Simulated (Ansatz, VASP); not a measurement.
## Two plane-wave programs on TlAgTe2

```
Tl Ag Te
1.0
    -1.97298    1.97298    7.66040
     1.97298   -1.97298    7.66040
     1.97298    1.97298   -7.66040
Tl Ag Te
1 1 2
Cartesian
  0.0000 0.0000 0.0000
  0.0000 1.9730 3.8302
  0.0000 0.0000 5.6534
  0.0000 0.0000 9.6674
```

Change from the starting cell: volume scaled by 1.02, PAW files.

Alike in both runs: task electric field gradients; functional LDA; k mesh 13 × 13 × 13; occupations fermi-dirac, width 0.05 eV; no spin polarisation.

|  | VASP | Ansatz |
| --- | --- | --- |
| version | VASP 6.6.1 | Ansatz 0.2.0 |
| potentials or method | VASP PAW LDA potentials, release 64 (Tl_d, Ag, Te) | PAW with Ansatz's default frozen-core files, scalar-relativistic |
| plane-wave cutoff (eV) | 520 | 420 |
| valence electrons in the cell | 36 | 64 |

|  | VASP | Ansatz | Ansatz less VASP |
| --- | --- | --- | --- |
| pressure (GPa) | -2.2 | -2.2 | -0.02 |
| traceless stress, the component that is largest in VASP (GPa) | 1.57 | 1.53 | -0.033 |
| rms of the force components (eV/Å) | 0.023 | 0.018 | -0.0053 |
| size of Vzz on the site where it differs most (V/Å²) | 41.3 | 20.3 | -20.99 |

LDA's correlation is that of Perdew and Zunger in VASP and of Perdew and Wang (1992) in Ansatz. Atom by atom the forces differ by 0.005 eV/Å (rms over components). VASP's potentials hold 36 valence electrons a cell and Ansatz's 64, so a difference there can come from the potentials and not from the codes.

Spin-orbit coupling is off throughout.
